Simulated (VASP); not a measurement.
# Li (Fm-3m) in VASP: notebook

Li is run at these levels: PBE; tasks: electric field gradients.

All numbers are computed with VASP 6.6.1; they aren't measurements. Logs are shortened: lines on timing, memory, paths and dates and some standing lists are left out, and cuts for length are marked.

### Step 1. The cell of the first run

It takes space group Fm-3m (No. 225, cubic). Conventional cell: a = 4.404 Å, b = 4.404 Å, c = 4.404 Å, α = 90.00°, β = 90.00°, γ = 90.00°. Within 4.1 Å of Li (site symmetry m-3m) lie 12 Li at 3.11 Å.

This isn't the form of Li at room conditions, which is bcc.

### Step 2. Electric field gradients, PBE

Input file INCAR:

```
SYSTEM = Li
PREC     = Accurate       ! precision mode
ENCUT    = 520            ! plane-wave cutoff, eV
EDIFF    = 1E-8           ! SCF threshold, eV
ISMEAR   = -1             ! smearing method
SIGMA    = 0.05           ! smearing width, eV
LREAL    = .False.        ! projectors in reciprocal space
LASPH    = .True.         ! aspherical terms in the spheres
NELM     = 80             ! most SCF steps
ALGO     = Normal         ! electronic algorithm
ISIF     = 2              ! what is computed and relaxed
LWAVE    = .False.        ! write WAVECAR
LCHARG   = .False.        ! write CHGCAR
GGA      = PE             ! functional
LEFG     = .True.       
NBANDS   = 8              ! bands
```

Input file KPOINTS:

```
regular mesh
0
Gamma
  5 5 5
  0 0 0
```

Input file POSCAR:

```
Li
1.0
    0.0000000000      2.2020000000      2.2020000000
    2.2020000000      0.0000000000      2.2020000000
    2.2020000000      2.2020000000      0.0000000000
Li
1
Direct
    0.0000000000      0.0000000000      0.0000000000
```

Potentials or basis: VASP PAW PBE potentials, release 64 (Li_sv).

The run is started by

```
cat potpaw_PBE.64/Li_sv/POTCAR > POTCAR
mpirun -np 1 vasp_std > vasp.out
```

OUTCAR:

```text
SYSTEM = Li
   PREC = Accurate
   ENCUT = 520
   EDIFF = 1E-8
   ISMEAR = -1
   LREAL = .False.
   LASPH = .True.
   NELM = 80
   ISIF = 2
   GGA = PE

 ion  position               nearest neighbor table
   1  0.000  0.000  0.000-

  LATTYP: Found a face centered cubic cell.
 ALAT       =     4.4040000000

  Lattice vectors:

 A1 = (   0.0000000000,   2.2020000000,   2.2020000000)
 A2 = (   2.2020000000,   0.0000000000,   2.2020000000)
 A3 = (   2.2020000000,   2.2020000000,   0.0000000000)

Analysis of symmetry for initial positions (statically):
=====================================================================
 Subroutine PRICEL returns:
 Original cell was already a primitive cell.

 Routine SETGRP: Setting up the symmetry group for a
 face centered cubic supercell.

 Subroutine GETGRP returns: Found 48 space group operations
 (whereof 48 operations were pure point group operations)
 out of a pool of 48 trial point group operations.

The static configuration has the point symmetry O_h .

Analysis of symmetry for dynamics (positions and initial velocities):
=====================================================================
 Subroutine PRICEL returns:
 Original cell was already a primitive cell.

 Routine SETGRP: Setting up the symmetry group for a
 face centered cubic supercell.

 Subroutine GETGRP returns: Found 48 space group operations
 (whereof 48 operations were pure point group operations)
 out of a pool of 48 trial point group operations.

The dynamic configuration has the point symmetry O_h .

 Subroutine INISYM returns: Found 48 space group operations
 (whereof 48 operations are pure point group operations),
 and found     1 'primitive' translations

----------------------------------------------------------------------------------------

                                     Primitive cell

  volume of cell :      21.3541

  direct lattice vectors                    reciprocal lattice vectors
     0.000000000  2.202000000  2.202000000    -0.227066303  0.227066303  0.227066303
     2.202000000  0.000000000  2.202000000     0.227066303 -0.227066303  0.227066303
     2.202000000  2.202000000  0.000000000     0.227066303  0.227066303 -0.227066303

  length of vectors
     3.114098264  3.114098264  3.114098264     0.393290374  0.393290374  0.393290374

  position of ions in fractional coordinates (direct lattice)
     0.000000000  0.000000000  0.000000000

  ion indices of the primitive-cell ions
   primitive index   ion index
                 1           1

----------------------------------------------------------------------------------------

 KPOINTS: regular mesh

Automatic generation of k-mesh.
 Grid dimensions read from file:
 generate k-points for:    5    5    5

 Generating k-lattice:

  Cartesian coordinates                     Fractional coordinates (reciprocal lattice)
    -0.045413261  0.045413261  0.045413261     0.200000000  0.000000000  0.000000000
     0.045413261 -0.045413261  0.045413261     0.000000000  0.200000000  0.000000000
     0.045413261  0.045413261 -0.045413261     0.000000000  0.000000000  0.200000000

  Length of vectors
     0.078658075  0.078658075  0.078658075

  Shift w.r.t. Gamma in fractional coordinates (k-lattice)
     0.000000000  0.000000000  0.000000000

 Subroutine IBZKPT returns following result:
 ===========================================

 Found     10 irreducible k-points:

 Following reciprocal coordinates:
            Coordinates               Weight
  0.000000  0.000000  0.000000      1.000000
  0.200000  0.000000  0.000000      8.000000
  0.400000  0.000000  0.000000      8.000000
  0.200000  0.200000  0.000000      6.000000
  0.400000  0.200000  0.000000     24.000000
 -0.400000  0.200000  0.000000     24.000000
 -0.200000  0.200000  0.000000     12.000000
  0.400000  0.400000  0.000000      6.000000
 -0.400000  0.400000  0.000000     12.000000
 -0.400000  0.400000  0.200000     24.000000
   k-points           NKPTS =     10   k-points in BZ     NKDIM =     10   number of bands    NBANDS=      8
   number of dos      NEDOS =    301   number of ions     NIONS =      1
   total plane-waves  NPLWV =  13824
   dimension x,y,z NGX =    24 NGY =   24 NGZ =   24
   dimension x,y,z NGXF=    48 NGYF=   48 NGZF=   48
   ions per type =               1
   NGX,Y,Z   is equivalent  to a cutoff of  12.81, 12.81, 12.81 a.u.
   NGXF,Y,Z  is equivalent  to a cutoff of  25.62, 25.62, 25.62 a.u.
 SYSTEM =  Li
   PREC   = accura    normal or accurate (medium, high low for compatibility)
   ISTART =      0    job   : 0-new  1-cont  2-samecut
   ICHARG =      2    charge: 1-file 2-atom 10-const
   ISPIN  =      1    spin polarized calculation?
   LNONCOLLINEAR =      F non collinear calculations
   LSORBIT =      F    spin-orbit coupling
   LASPH  =      T    aspherical Exc in radial PAW
   ENCUT  =  520.0 eV  38.22 Ry    6.18 a.u.   5.79  5.79  5.79*2*pi/ulx,y,z
   NELM   =     80;   NELMIN=  2; NELMDL= -5     # of ELM steps
   EDIFF  = 0.1E-07   stopping-criterion for ELM
   LREAL  =      F    real-space projection
   EDIFFG = 0.1E-06   stopping-criterion for IOM
   NSW    =      0    number of steps for IOM
   IBRION =     -1    ionic relax: 0-MD 1-quasi-New 2-CG
   NFREE  =      0    steps in history (QN), initial steepest desc. (CG)
   ISIF   =      2    stress and relaxation
   ISYM   =      2    0-nonsym 1-usesym 2-fastsym
   POTIM  = 0.5000    time-step for ionic-motion
   TEBEG  =    0.0;   TEEND  =   0.0 temperature during run
   PSTRESS=    0.0 pullay stress
   NELECT =       3.0000    total number of electrons
   NUPDOWN=      -1.0000    fix difference up-down
   EMIN   =  10.00;   EMAX   =-10.00  energy-range for DOS
   EFERMI =   0.00;   METHOD = LEGACY
   ISMEAR =    -1;   SIGMA  =   0.05  broadening in eV -4-tet -1-fermi 0-gaus
   EFERMI_NEDOS =   21; number of points for ismear=-14 and -15
   IALGO  =     38    algorithm
   IMIX   =      4    mixing-type and parameters
     AMIX     =   0.40;   BMIX     =  1.00
     AMIX_MAG =   1.60;   BMIX_MAG =  1.00
  volume/ion in A,a.u.               =      21.35       144.10
  Fermi-wavevector in a.u.,A,eV,Ry     =   0.851049  1.608250  9.854489  0.724285
  Thomas-Fermi vector in A             =   1.967122
   LORBIT       =      0    0 simple, 1 ext, 2 COOP (PROOUT), +10 PAW based schemes
   GGA     = PE    functional components
   LHFCALC =     F    Hartree Fock is set to
   AEXX    =    0.0000 exact exchange contribution
   IVDW    =     0    specifies the selected vdW correction
   LEPSILON=     F    determine dielectric tensor
   LRPA    =     F    only Hartree local field effects (RPA)
 non-spin polarized calculation
  energy-cutoff  :      520.00
  volume of cell :       21.35
 maximum number of plane-waves:       589
   NGX = 11   NGY = 11   NGZ = 11

 number of electron       3.0000005 magnetization

 Free energy of the ion-electron system (eV)
  ---------------------------------------------------
  ext. energy  EPLUGINS =         0.00000000
  ---------------------------------------------------
  free energy    TOTEN  =        -1.95330007 eV

  energy without entropy =       -1.94999210  energy(sigma->0) =       -1.95164609

 E-fermi :   0.7385     XC(G=0):  -6.9187

 val. band max:        0.7219016887   @ k =   0.4000   0.4000   0.0000
 cond. band min:       1.1512782876   @ k =  -0.4000   0.2000   0.0000
 fundamental gap:      0.4293765989
 Fermi energy:         0.7385115926

 k-point     1 :       0.0000    0.0000    0.0000
  band No.  band energies     occupation
      1     -46.1275      2.00000
      2      -3.0096      2.00000
      3      14.3128      0.00000
      4      14.3129      0.00000
      5      14.3129      0.00000
      6      18.1166      0.00000
      7      18.1166      0.00000
      8      18.1166      0.00000

 k-point     2 :       0.2000    0.0000    0.0000
  band No.  band energies     occupation
      1     -46.1224      2.00000
      2      -2.3087      2.00000
      3       9.6286      0.00000
      4      13.3648      0.00000
      5      13.3649      0.00000
      6      17.6248      0.00000
      7      19.1332      0.00000
      8      19.1332      0.00000
[... 67 lines left out ...]
 k-point     9 :      -0.4000    0.4000    0.0000
  band No.  band energies     occupation
      1     -46.1084      2.00000
      2       2.5816      0.00000
      3       4.1546      0.00000
      4       6.5981      0.00000
      5       9.1986      0.00000
      6      13.4878      0.00000
      7      16.9278      0.00000
      8      25.3246      0.00000

 k-point    10 :      -0.4000    0.4000    0.2000
  band No.  band energies     occupation
      1     -46.1094      2.00000
      2       1.6876      0.00000
      3       4.9999      0.00000
      4       6.4984      0.00000
      5       9.2442      0.00000
      6      16.3189      0.00000
      7      17.3824      0.00000
      8      21.2748      0.00000

------------------------ aborting loop because EDIFF is reached ----------------------------------------

  FORCE on cell =-STRESS in cart. coord.  units (eV):
  Direction    XX          YY          ZZ          XY          YZ          ZX
  --------------------------------------------------------------------------------------
  -------------------------------------------------------------------------------------
  Total       -0.1131546     -0.1131546     -0.1131546      0.0000000      0.0000000      0.0000000
  in kB       -8.4898661     -8.4898661     -8.4898661      0.0000000      0.0000000      0.0000000
  external PRESSURE =      -8.4898661 kB  Pullay stress =       0.0000000 kB

 VOLUME and BASIS-vectors are now :
 -----------------------------------------------------------------------------
  energy-cutoff  :      520.00
  volume of cell :       21.35
      direct lattice vectors                 reciprocal lattice vectors
     0.000000000  2.202000000  2.202000000    -0.227066303  0.227066303  0.227066303
     2.202000000  0.000000000  2.202000000     0.227066303 -0.227066303  0.227066303
     2.202000000  2.202000000  0.000000000     0.227066303  0.227066303 -0.227066303

 POSITION                                       TOTAL-FORCE (eV/Angst)
 -----------------------------------------------------------------------------------
      0.00000      0.00000      0.00000         0.000000      0.000000      0.000000
 -----------------------------------------------------------------------------------
    total drift:                               -0.000000      0.000000     -0.000000

  FREE ENERGIE OF THE ION-ELECTRON SYSTEM (eV)
  ---------------------------------------------------
  free  energy   TOTEN  =        -1.9533000684 eV

  energy  without entropy=       -1.9499921027  energy(sigma->0) =       -1.95164609

 Electric field gradients (V/A^2)
---------------------------------------------------------------------
 ion       V_xx      V_yy      V_zz      V_xy      V_xz      V_yz
---------------------------------------------------------------------
   1      -0.000     0.000     0.000     0.002     0.002     0.002
---------------------------------------------------------------------

 Electric field gradients after diagonalization (V/A^2)
 (convention: |V_zz| > |V_xx| > |V_yy|)
----------------------------------------------------------------------
 ion       V_xx      V_yy      V_zz     asymmetry (V_yy - V_xx)/ V_zz
----------------------------------------------------------------------
   1      -0.002    -0.002     0.003       0.000
----------------------------------------------------------------------

           NMR quadrupolar parameters

 Cq : quadrupolar parameter    Cq=e*Q*V_zz/h
 eta: asymmetry parameters     (V_yy - V_xx)/ V_zz
 Q  : nuclear electric quadrupole moment in mb (millibarn)
----------------------------------------------------------------------
 ion       Cq(MHz)       eta       Q (mb)
----------------------------------------------------------------------
   1       0.000       0.000       1.000
----------------------------------------------------------------------
```

Wall time 4 s (1 thread of Intel Xeon 8259CL, shared host); peak memory 0.12 GiB.

Results:

```
Free energy                             : -1.9533 eV
Band gap on the k mesh                  : zero (an odd number of electrons rules out a gap without spin polarisation)
Largest electric field gradient by atom : zero within the noise of the run
```

Levels at points of the mesh, in eV from the Fermi level:
| k point | band 1 | band 2 | band 3 | band 4 | band 5 |
| --- | --- | --- | --- | --- | --- |
| (0.00, 0.00, 0.00) | -46.87 | -3.75 | 13.57 | 13.57 | 13.57 |

Caveat: the k points lie up to 0.49 Å⁻¹ apart, too coarse for converged energies and pressures of a metal; the cutoff is under 1.25 times the usual one of these potentials, so pressure, stress and relaxed cells hold a basis-set (Pulay) error.

### Step 3. Electric field gradients, PBE

Input file INCAR:

```
SYSTEM = Li
PREC = Accurate
ENCUT = 520
EDIFF = 1E-8
ISMEAR = -1
SIGMA = 0.05
LREAL = .False.
LASPH = .True.
NELM = 100
ALGO = Normal
ISIF = 2
LWAVE = .False.
LCHARG = .False.
GGA = PE
LEFG = .True.
NBANDS = 8
```

Input file KPOINTS:

```
Automatic mesh
0
Gamma
  8 8 8
  0 0 0
```

POSCAR is that of step 2.

Potentials or basis: VASP PAW PBE potentials, release 64 (Li_sv).

The run is started by

```
cat potpaw_PBE.64/Li_sv/POTCAR > POTCAR
mpirun -np 1 vasp_std > vasp.out
```

OUTCAR:

```text
SYSTEM = Li
   PREC = Accurate
   ENCUT = 520
   EDIFF = 1E-8
   ISMEAR = -1
   LREAL = .False.
   LASPH = .True.
   NELM = 100
   ISIF = 2
   GGA = PE

 ion  position               nearest neighbor table
   1  0.000  0.000  0.000-

  LATTYP: Found a face centered cubic cell.
 ALAT       =     4.4040000000

  Lattice vectors:

 A1 = (   0.0000000000,   2.2020000000,   2.2020000000)
 A2 = (   2.2020000000,   0.0000000000,   2.2020000000)
 A3 = (   2.2020000000,   2.2020000000,   0.0000000000)

Analysis of symmetry for initial positions (statically):
=====================================================================
 Subroutine PRICEL returns:
 Original cell was already a primitive cell.

 Routine SETGRP: Setting up the symmetry group for a
 face centered cubic supercell.

[... 444 lines left out ...]
  external PRESSURE =      -7.0018906 kB  Pullay stress =       0.0000000 kB

 VOLUME and BASIS-vectors are now :
 -----------------------------------------------------------------------------
  energy-cutoff  :      520.00
  volume of cell :       21.35
      direct lattice vectors                 reciprocal lattice vectors
     0.000000000  2.202000000  2.202000000    -0.227066303  0.227066303  0.227066303
     2.202000000  0.000000000  2.202000000     0.227066303 -0.227066303  0.227066303
     2.202000000  2.202000000  0.000000000     0.227066303  0.227066303 -0.227066303

 POSITION                                       TOTAL-FORCE (eV/Angst)
 -----------------------------------------------------------------------------------
      0.00000      0.00000      0.00000         0.000000      0.000000      0.000000
 -----------------------------------------------------------------------------------
    total drift:                               -0.000000      0.000000     -0.000000

  FREE ENERGIE OF THE ION-ELECTRON SYSTEM (eV)
  ---------------------------------------------------
  free  energy   TOTEN  =        -1.9016606834 eV

  energy  without entropy=       -1.8987273202  energy(sigma->0) =       -1.90019400

 Electric field gradients (V/A^2)
---------------------------------------------------------------------
 ion       V_xx      V_yy      V_zz      V_xy      V_xz      V_yz
---------------------------------------------------------------------
   1       0.000     0.000     0.000     0.002     0.002     0.002
---------------------------------------------------------------------

 Electric field gradients after diagonalization (V/A^2)
 (convention: |V_zz| > |V_xx| > |V_yy|)
----------------------------------------------------------------------
 ion       V_xx      V_yy      V_zz     asymmetry (V_yy - V_xx)/ V_zz
----------------------------------------------------------------------
   1      -0.002    -0.002     0.003       0.000
----------------------------------------------------------------------

           NMR quadrupolar parameters

 Cq : quadrupolar parameter    Cq=e*Q*V_zz/h
 eta: asymmetry parameters     (V_yy - V_xx)/ V_zz
 Q  : nuclear electric quadrupole moment in mb (millibarn)
----------------------------------------------------------------------
 ion       Cq(MHz)       eta       Q (mb)
----------------------------------------------------------------------
   1       0.000       0.000       1.000
----------------------------------------------------------------------
```

OSZICAR:

```text
N       E                     dE             d eps       ncg     rms          rms(c)
DAV:   1    -0.139787600046E+00   -0.13979E+00   -0.72548E+02   464   0.263E+02
DAV:   2    -0.188463142288E+01   -0.17448E+01   -0.17011E+01   688   0.343E+01
DAV:   3    -0.190306874632E+01   -0.18437E-01   -0.18427E-01   544   0.295E+00
DAV:   4    -0.190339674067E+01   -0.32799E-03   -0.32799E-03   712   0.310E-01
DAV:   5    -0.190339687776E+01   -0.13709E-06   -0.13708E-06   544   0.807E-03    0.241E-01
DAV:   6    -0.190223184215E+01    0.11650E-02   -0.27877E-04   776   0.673E-02    0.137E-01
DAV:   7    -0.190166423450E+01    0.56761E-03   -0.66197E-04   752   0.102E-01    0.277E-02
DAV:   8    -0.190166310282E+01    0.11317E-05   -0.64892E-06   528   0.177E-02    0.147E-03
DAV:   9    -0.190166149833E+01    0.16045E-05   -0.37730E-07   744   0.548E-03    0.456E-04
DAV:  10    -0.190166068666E+01    0.81166E-06   -0.34844E-08   488   0.122E-03    0.197E-04
DAV:  11    -0.190166067300E+01    0.13663E-07   -0.23646E-09   360   0.435E-04    0.373E-05
DAV:  12    -0.190166068556E+01   -0.12564E-07   -0.45128E-10   296   0.197E-04    0.440E-06
DAV:  13    -0.190166068335E+01    0.22081E-08   -0.18400E-10   272   0.118E-04
   1 F= -.19016607E+01 E0= -.19001940E+01  d E =-.293336E-02
```

stdout:

```text
POSCAR found type information on POSCAR Li
 POSCAR found :  1 types and       1 ions
 scaLAPACK will be used
 LDA part: xc-table for (Slater+PW92), standard interpolation
 POSCAR, INCAR and KPOINTS ok, starting setup
 FFT: planning ... GRIDC
 FFT: planning ... GRID_SOFT
 FFT: planning ... GRID
 WAVECAR not read
 entering main loop
ion   1
```

Wall time 6.4 s (1 thread of Intel Xeon 8259CL, shared host); peak memory 0.13 GiB.

Results:

| Item | Value |
| --- | --- |
| Free energy | -1.9017 eV |
| Band gap on the k mesh | zero (an odd number of electrons rules out a gap without spin polarisation) |
| Largest electric field gradient by atom | zero within the noise of the run |

Caveat: the cutoff is under 1.25 times the usual one of these potentials, so pressure, stress and relaxed cells hold a basis-set (Pulay) error.

[end of part 1 of 2]
